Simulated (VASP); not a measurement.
A run of VASP 6.6.1:

INCAR

```
SYSTEM = C
PREC = Accurate
ENCUT = 520
EDIFF = 1E-7
ISMEAR = 0
SIGMA = 0.05
LREAL = .False.
LASPH = .True.
NELM = 100
ALGO = Normal
ISIF = 2
LWAVE = .False.
LCHARG = .False.
GGA = PE
NBANDS = 26
```

File KPOINTS:

```
Automatic mesh
0
Gamma
  12 12 4
  0 0 0
```

The input POSCAR:

```
C
1.0
    2.5601158911      0.0000000000      0.0000000000
   -1.2800579455      2.2171253983      0.0000000000
    0.0000000000      0.0000000000      8.4433802906
C
8
Direct
   -0.0137570027     -0.0275140053      0.0929732494
   -0.0137570027     -0.0275140053      0.5929732494
   -0.0137570027     -0.0275140053      0.4070267506
   -0.0137570027     -0.0275140053      0.9070267506
    0.3470903360      0.6941806720      0.1555299995
    0.6804236693      0.3608473387      0.6555299995
    0.3470903360      0.6941806720      0.3444700005
    0.6804236693      0.3608473387      0.8444700005
```

Potentials or basis: VASP PAW PBE potentials, release 64 (C).

Run with:

```console
$ cat potpaw_PBE.64/C/POTCAR > POTCAR
$ mpirun -np 1 vasp_std > vasp.out
```

Hardware: 1 thread of Intel Xeon 6975P-C, on a shared host.

Task: How long does it take, and how much memory?

Result: Wall time 2 min on 1 thread of Intel Xeon 6975P-C, with other jobs on the host, peak memory 0.23 GiB. Counts: scf iterations 13, k points 129.
